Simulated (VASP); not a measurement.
Here is a VASP 6.6.1 calculation.

The input INCAR:

```
ALGO = Fast
EDIFF = 1E-6
ENCUT = 520
GGA = PE
ISIF = 2
ISMEAR = 0
LASPH = True
LCHARG = False
LREAL = False
LWAVE = False
NBANDS = 9
NELM = 80
PREC = Accurate
SIGMA = 0.15
```

File KPOINTS:

```
k-points
0
Gamma
  18 18 10
```

File POSCAR:

```
Mg
1.0
    3.2092715325      0.0000000000      0.0000000000
   -1.6046357662      2.7793106748      0.0000000000
    0.0000000000      0.0000000000      5.2103300000
Mg
2
Direct
    0.2740699220      0.8285773174      0.2500000000
    0.6666666667      0.3333333333      0.7500000000
```

Potentials or basis: VASP PAW PBE potentials, release 64 (Mg).

Run with:

```sh
$ cat potpaw_PBE.64/Mg/POTCAR > POTCAR
$ mpirun -np 1 vasp_std > vasp.out
```

Question: Predict the band gap on the k mesh.

Answer: Zero (bands 2 and 3 overlap by 2.26 eV).

Question: What does it give for the largest force?

Answer: 0.250 eV/Å.

Question: Estimate the pressure.

Answer: 0.0 GPa.

Stress tensor (GPa, compression positive):
```
-1.48  1.12  0.00
 1.12  0.24  0.00
 0.00  0.00  1.18
```

Caveat: the cell differs from its parent crystal (atom 1 (Mg) moved by (-0.450, +0.450) A along x and y).
